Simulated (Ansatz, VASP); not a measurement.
# Two plane-wave programs on BN

```xyz
2
Lattice="0.0000 1.8123 1.8123 1.8123 0.0000 1.8123 1.8123 1.8123 0.0000" Properties=species:S:1:pos:R:3 pbc="T T T"
B     2.7185    2.7185    2.7185
N     0.0000    0.0000    0.0000
```

Alike in both runs: functional PBE; k mesh 12 × 12 × 12; occupations gaussian, width 0.02 eV; no spin polarisation.

Ansatz relaxed the structure, and its values are those at the end. VASP's run is a single point on that final structure, the one shown.

|  | VASP | Ansatz |
| --- | --- | --- |
| version | VASP 6.6.1 | Ansatz 0.2.0 |
| potentials or method | VASP PAW PBE potentials, release 64 (B, N), cutoff 600 eV | scalar-relativistic, plane waves, PAW |
| valence electrons in the cell | 8 | 8 |

VASP gave:

| Quantity | Value |
| --- | --- |
| gap on the k mesh at the Fermi level (eV) | 4.45 |
| least direct gap on the mesh (eV) | 8.78 |
| pressure (GPa) | 0.0 |

Problem. Estimate Ansatz's values.

Solution. gap on the k mesh at the Fermi level (eV): 4.46; least direct gap on the mesh (eV): 8.79; pressure (GPa): 0.0.
